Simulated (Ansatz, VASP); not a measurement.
## Two plane-wave programs on Li2ClF

Contents of POSCAR:

```
Li2ClF
1.0
    1.6166776643      0.9333892846      5.2637591353
   -1.6166776643      0.9333892846      5.2637591353
    0.0000000000     -1.8667785695      5.2637591352
F Cl Li
1 1 2
Direct
    1.0000000000      0.0000000000      0.0000000000
    0.5000000000      0.5000000000      0.5000000000
    0.2636664262      0.2636664262      0.2636664262
    0.7363335738      0.7363335738      0.7363335738
```

File INCAR.step1:

```
PREC = Accurate ; ENCUT = 520
ISMEAR = 0 ; SIGMA = 0.01
LREAL = F ; LASPH = T
NELM = 80 ; NBANDS = 18
GGA = PE ; ALGO = Normal
EDIFF = 1E-4 ; LWAVE = T
LCHARG = F
```

File INCAR.step2:

```
PREC = Accurate ; ENCUT = 520
EDIFF = 1E-7 ; ISMEAR = 0
SIGMA = 0.01 ; LREAL = F
LASPH = T ; NELM = 80
ALGO = Normal ; ISIF = 2
LWAVE = F ; LCHARG = F
METAGGA = R2SCAN ; LMIXTAU = T
NBANDS = 18 ; ISTART = 1
```

File KPOINTS:

```
Automatic mesh
0
Gamma
  10 10 10
```

Input for Ansatz:

```yaml
crystal:
  lattice:
    - [1.6166776643, 0.9333892846, 5.2637591353]
    - [-1.6166776643, 0.9333892846, 5.2637591353]
    - [0.0, -1.8667785695, 5.2637591352]
  atoms:
    - { symbol: F, position: [1.0, 0.0, 0.0] }
    - { symbol: Cl, position: [0.5, 0.5, 0.5] }
    - { symbol: Li, position: [0.2636664262, 0.2636664262, 0.2636664262] }
    - { symbol: Li, position: [0.7363335738, 0.7363335738, 0.7363335738] }
kpoints:
  mp_grid: { grid: [10, 10, 10] }
  band_path:
    path:
      - [0.0, 0.0, 0.0]
      - [0.5, 0.5, 0.5]
      - [0.8116616015, 0.1883383985, 0.5]
      - [0.5, -0.1883383985, 0.1883383985]
      - [0.5, 0.0, 0.0]
      - [0.3441691992, -0.3441691992, 0.0]
      - [0.6558308008, 0.0, 0.3441691992]
      - [0.5, 0.0, 0.5]
    npoints: 1
hamiltonian:
  xc: r2scan
scf:
  occupations: { method: fixed }
  n_extra_bands: 5
output:
  forces: true
  stress: true
  eigenvalues: true
```

Change from the starting cell: biaxial_xy strain -1.7%.

Alike in both runs: task single point; functional r2SCAN; k mesh 10 × 10 × 10; no spin polarisation.

|  | VASP | Ansatz |
| --- | --- | --- |
| version | VASP 6.6.1 | Ansatz 0.2.0 |
| potentials or method | VASP PAW PBE potentials, release 64 (F, Cl, Li_sv) | plane waves, PAW |
| plane-wave cutoff (eV) | 520 | 500 |
| occupations | gaussian, width 0.01 eV | fixed |
| valence electrons in the cell | 20 | 20 |

VASP gave:

```
gap on the k mesh at the Fermi level (eV) : 5.60
rms of the force components (eV/Å)        : 0.010
```

Question: Which values does Ansatz return?

Answer: gap on the k mesh at the Fermi level (eV): 5.50; rms of the force components (eV/Å): 0.000.

VASP's potentials were made for PBE, not for r2SCAN. Atom by atom the forces differ by 0.009 eV/Å (rms over components).

Noted on VASP's run: the cutoff is short for stress, so the pressure is rough.
